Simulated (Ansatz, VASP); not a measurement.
One calculation of NbTe8Mo3, two programs

File INCAR:

```
SYSTEM = NbTe8Mo3
PREC     = Accurate       ! precision mode
ENCUT    = 500            ! plane-wave cutoff, eV
EDIFF    = 1E-6           ! SCF threshold, eV
ISMEAR   = 0              ! smearing method
SIGMA    = 0.1            ! smearing width, eV
LREAL    = .FALSE.        ! projectors in reciprocal space
LASPH    = .TRUE.         ! aspherical terms in the spheres
NELM     = 120            ! most SCF steps
ALGO     = Normal         ! electronic algorithm
ISIF     = 2              ! what is computed and relaxed
LWAVE    = .FALSE.        ! write WAVECAR
LCHARG   = .TRUE.         ! write CHGCAR
GGA      = PE             ! functional
LELF     = .TRUE.         ! ELF
LVHAR    = .TRUE.       
NBANDS   = 64             ! bands
GGA_COMPAT= .FALSE.
```

File KPOINTS:

```
Automatic mesh
0
G
  3 3 4
  0 0 0
```

Contents of POSCAR:

```
NbTe8Mo3
1.0
    7.4692677800      0.0000000000      0.0000000000
   -3.7346338900      6.4685756500      0.0000000000
    0.0000000000      0.0000000000      7.1754914700
Nb Te Mo
1 8 3
Direct
    0.0000000000      0.0000000000      0.0000000000
    0.3333333300      0.6666666700      0.7456322300
    0.3333333300      0.1666666700      0.7456322300
    0.8333333300      0.6666666700      0.7456322300
    0.8333333300      0.1666666700      0.7456322300
    0.1666666700      0.8333333300      0.2543677700
    0.1666666700      0.3333333300      0.2543677700
    0.6666666700      0.8333333300      0.2543677700
    0.6666666700      0.3333333300      0.2543677700
    0.0000000000      0.5000000000      0.0000000000
    0.5000000000      0.5000000000      0.0000000000
    0.5000000000      0.0000000000      0.0000000000
```

Input for Ansatz:

```yaml
crystal:
  lattice:
    - [7.46926778, 0.0, 0.0]
    - [-3.73463389, 6.46857565, 0.0]
    - [0.0, 0.0, 7.17549147]
  atoms:
    - { symbol: Nb, position: [0.0, 0.0, 0.0] }
    - { symbol: Te, position: [0.33333333, 0.66666667, 0.74563223] }
    - { symbol: Te, position: [0.33333333, 0.16666667, 0.74563223] }
    - { symbol: Te, position: [0.83333333, 0.66666667, 0.74563223] }
    - { symbol: Te, position: [0.83333333, 0.16666667, 0.74563223] }
    - { symbol: Te, position: [0.16666667, 0.83333333, 0.25436777] }
    - { symbol: Te, position: [0.16666667, 0.33333333, 0.25436777] }
    - { symbol: Te, position: [0.66666667, 0.83333333, 0.25436777] }
    - { symbol: Te, position: [0.66666667, 0.33333333, 0.25436777] }
    - { symbol: Mo, position: [0.0, 0.5, 0.0] }
    - { symbol: Mo, position: [0.5, 0.5, 0.0] }
    - { symbol: Mo, position: [0.5, 0.0, 0.0] }
basis:
  ecutwfc: 420
kpoints:
  mp_grid: { grid: [3, 3, 4] }
hamiltonian:
  xc: pbe
scf:
  occupations: { method: gaussian, width: 0.1 }
  lower_state_search: "off"
output:
  forces: true
  stress: true
  eigenvalues: true
```

Alike in both runs: task single point; functional PBE; k mesh 3 × 3 × 4; occupations gaussian, width 0.1 eV; no spin polarisation.

|  | VASP | Ansatz |
| --- | --- | --- |
| version | VASP 6.6.1 | Ansatz 0.2.0 |
| potentials or method | VASP PAW PBE potentials, release 64 (Nb_sv, Te, Mo_sv), cutoff 500 eV | scalar-relativistic, plane waves, PAW |
| valence electrons in the cell | 103 | 183 |

```csv
,VASP,Ansatz,Ansatz less VASP
gap on the k mesh at the Fermi level (eV),none,none,-
pressure (GPa),-5.0,-5.0,+0.01
"traceless stress, the component that is largest in VASP (GPa)",1.60,1.57,-0.026
rms of the force components (eV/Å),0.276,0.280,+0.0037
```

Atom by atom the forces differ by 0.004 eV/Å (rms over components). A gap of «none» marks a metal or a gap that the smearing closes. VASP's potentials hold 103 valence electrons a cell and Ansatz's 183, so a difference there can come from the potentials and not from the codes.

Neither program's run includes spin-orbit coupling.
